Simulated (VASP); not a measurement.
Set up this calculation in VASP 6.6.1, as the native input.

| Property | Result |
| --- | --- |
| Task | single point |
| Functional | PBE |
| Potentials or basis | VASP PAW PBE potentials, release 64 (Bi_d, Te) |
| Cutoff | 500 eV |
| k mesh | 8 × 8 × 8 |
| Occupations | gaussian, width 0.01 eV |
| Spin | no spin polarisation |
| Dipole correction | no |
| Further INCAR settings | ALGO = Normal; EDIFF = 1e-06; NBANDS = 32 |

The structure of Bi2Te3 lies in POSCAR:

```
Bi2Te3
1.0
    2.1930000000      1.2661291403     10.1656666667
   -2.1930000000      1.2661291403     10.1656666667
    0.0000000000     -2.5322582807     10.1656666667
Bi Te
2 3
Direct
    0.3999999967      0.3999999967      0.3999999967
    0.6000000033      0.6000000033      0.6000000033
    0.0000000000      0.0000000000      0.0000000000
    0.2095000033      0.2095000033      0.2095000033
    0.7904999967      0.7904999967      0.7904999967
```

These files were run (other wordings do the same):

INCAR

```
SYSTEM = Bi2Te3
PREC = Accurate ; ENCUT = 500
EDIFF = 1E-6 ; ISMEAR = 0
SIGMA = 0.01 ; LREAL = .FALSE.
LASPH = .TRUE. ; NELM = 120
ALGO = Normal ; ISIF = 2
LWAVE = .FALSE. ; LCHARG = .FALSE.
GGA = PE ; NBANDS = 32
GGA_COMPAT = .FALSE.
```

KPOINTS

```
Automatic mesh
0
G
  8 8 8
  0 0 0
```

Potentials or basis: VASP PAW PBE potentials, release 64 (Bi_d, Te).

Run with:

```bash
$ cat potpaw_PBE.64/Bi_d/POTCAR potpaw_PBE.64/Te/POTCAR > POTCAR
$ mpirun -np 1 vasp_std > vasp.out
```

Results of the run:

The pressure is 1.9 GPa and the largest force is 0.034 eV/Å. The band gap on the k mesh is 0.28 eV.

Caveat: spin-orbit coupling is left out, which moves the levels of the heavy elements.

Run time: 36 min on 1 thread of Intel(R) Xeon(R) Platinum 8375C CPU @ 2.90GHz (Ice Lake), on a shared host, peak memory 1.1 GiB.
